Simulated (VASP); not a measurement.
Here is a VASP 6.6.1 calculation.

INCAR

```
SYSTEM = LiCl
AGGAC    = 1.0          
AGGAX    = 1.0          
ALDAC    = 0.0          
ALDAX    = 1.0          
ALGO     = Normal         ! electronic algorithm
EDIFF    = 1E-6           ! SCF threshold, eV
ENCUT    = 520            ! plane-wave cutoff, eV
GGA      = B5             ! functional
ISIF     = 2              ! what is computed and relaxed
ISMEAR   = -1             ! smearing method
IVDW     = 12             ! dispersion correction
LASPH    = .True.         ! aspherical terms in the spheres
LCHARG   = .False.        ! write CHGCAR
LREAL    = .False.        ! projectors in reciprocal space
LWAVE    = .False.        ! write WAVECAR
NBANDS   = 12             ! bands
NELM     = 60             ! most SCF steps
PREC     = Accurate       ! precision mode
SIGMA    = 0.05           ! smearing width, eV
VDW_A1   = 0.4298       
VDW_A2   = 4.2359       
VDW_S6   = 1.0          
VDW_S8   = 2.6996
```

The input KPOINTS:

```
k-points
0
Gamma
  9 9 9
  0 0 0
```

The input POSCAR:

```
LiCl
1.0
    0.0000000000      2.4944222898      2.4944222898
    2.4944222898      0.0000000000      2.4944222898
    2.4944222898      2.4944222898      0.0000000000
Cl Li
1 1
Direct
    0.5000000000      0.5000000000      0.5000000000
    0.0000000000      0.0000000000      0.0000000000
```

Potentials or basis: VASP PAW PBE potentials, release 64 (Cl, Li_sv).

Launch:

```bash
$ cat potpaw_PBE.64/Cl/POTCAR potpaw_PBE.64/Li_sv/POTCAR > POTCAR
$ mpirun -np 1 vasp_std > vasp.out
```

Task: What does it give for the band gap on the k mesh?

Result: 7.03 eV.

Task: What does it give for the dispersion energy per atom?

Result: -0.526 eV.

Caveat: an odd mesh through Γ misses points on the zone boundary, where band edges can lie.
